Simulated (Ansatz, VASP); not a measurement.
LiCl in VASP and in Ansatz

Contents of INCAR:

```
ALGO = Normal ; EDIFF = 1E-6
ENCUT = 520 ; GGA = PS
ISIF = 2 ; ISMEAR = 0
LASPH = True ; LCHARG = True
LELF = True ; LREAL = False
LVHAR = True ; LWAVE = False
NBANDS = 12 ; NELM = 80
PREC = Accurate ; SIGMA = 0.05
```

File KPOINTS:

```
k-points
0
Gamma
  8 8 8
```

Contents of POSCAR:

```
LiCl
1.0
    0.0000000000      2.6929980000      2.5647600000
    2.6929980000      0.0000000000      2.5647600000
    2.6929980000      2.6929980000      0.0000000000
Li Cl
1 1
Direct
    0.0000000000      0.0000000000      0.0000000000
    0.5000000000      0.5000000000      0.5000000000
```

Input for Ansatz:

```yaml
crystal:
  lattice:
    - [0.0, 2.692998, 2.56476]
    - [2.692998, 0.0, 2.56476]
    - [2.692998, 2.692998, 0.0]
  atoms:
    - { symbol: Li, position: [0.0, 0.0, 0.0] }
    - { symbol: Cl, position: [0.5, 0.5, 0.5] }
basis:
  ecutwfc: 420
kpoints:
  mp_grid: { grid: [8, 8, 8] }
hamiltonian:
  xc: pbesol
scf:
  occupations: { method: gaussian, width: 0.05 }
output:
  forces: true
  stress: true
  eigenvalues: true
```

Change from the starting cell: strain +0.050 along x and y, +0.000 along z, atoms carried along.

Alike in both runs: task single point; functional PBEsol; k mesh 8 × 8 × 8; occupations gaussian, width 0.05 eV; no spin polarisation.

|  | VASP | Ansatz |
| --- | --- | --- |
| version | VASP 6.6.1 | Ansatz 0.2.0 |
| potentials or method | VASP PAW PBE potentials, release 64 (Li_sv, Cl), cutoff 520 eV | scalar-relativistic, plane waves, PAW |
| valence electrons in the cell | 10 | 10 |

```tsv
	VASP	Ansatz	Ansatz less VASP
gap on the k mesh at the Fermi level (eV)	5.59	5.58	-0.009
least direct gap on the mesh (eV)	5.59	5.58	-0.009
```

VASP's potentials were made for PBE, not for PBEsol. The functional is the same, so the differences come from potentials, cutoffs and numerics.

Noted on VASP's run: the cutoff is short for stress, so the pressure is rough.
